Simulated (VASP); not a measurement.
The system is Rh.

```
Rh
1.0
     0.00000    1.92430    1.92430
     1.92430    0.00000    1.92430
     1.92430    1.92430    0.00000
Rh
1
Cartesian
  0.0000 0.0000 0.0000
```

| Quantity | Value |
| --- | --- |
| Program | VASP 6.6.1 |
| Task | relaxation of cell and atoms |
| Functional | PBEsol |
| Potentials or basis | VASP PAW PBE potentials, release 64 (Rh_pv) |
| Cutoff | 600 eV |
| k mesh | 8 × 8 × 8 |
| Occupations | gaussian, width 0.1 eV |
| Spin | no spin polarisation |

At the start: pressure -13.1 GPa; volume 14.25 Å³/atom.

Task: Where does the relaxation end?

Result: Over 4 steps the energy falls by 31.0 meV/atom and the volume is 13.54 Å³/atom (-5.0 %); space group Fm-3m (No. 225, to 0.05 Å).

The path:
| step | energy change (eV) | largest force (eV/Å) | pressure (GPa) | volume (Å³) |
| --- | --- | --- | --- | --- |
| 1 | 0.0000 | 0.0000 | -13.07 | 14.25 |
| 2 | 0.1779 | 0.0000 | 48.55 | 11.98 |
| 3 | -0.0310 | 0.0000 | -0.71 | 13.57 |
| 4 | -0.0310 | 0.0000 | -0.17 | 13.54 |

Final structure:
```xyz
1
Lattice="0.0000 1.8920 1.8920 1.8920 0.0000 1.8920 1.8920 1.8920 0.0000" Properties=species:S:1:pos:R:3 pbc="T T T"
Rh    0.0000    0.0000    0.0000
```

Caveat: the PAW data sets were made with another functional, which shifts forces and pressure a little.
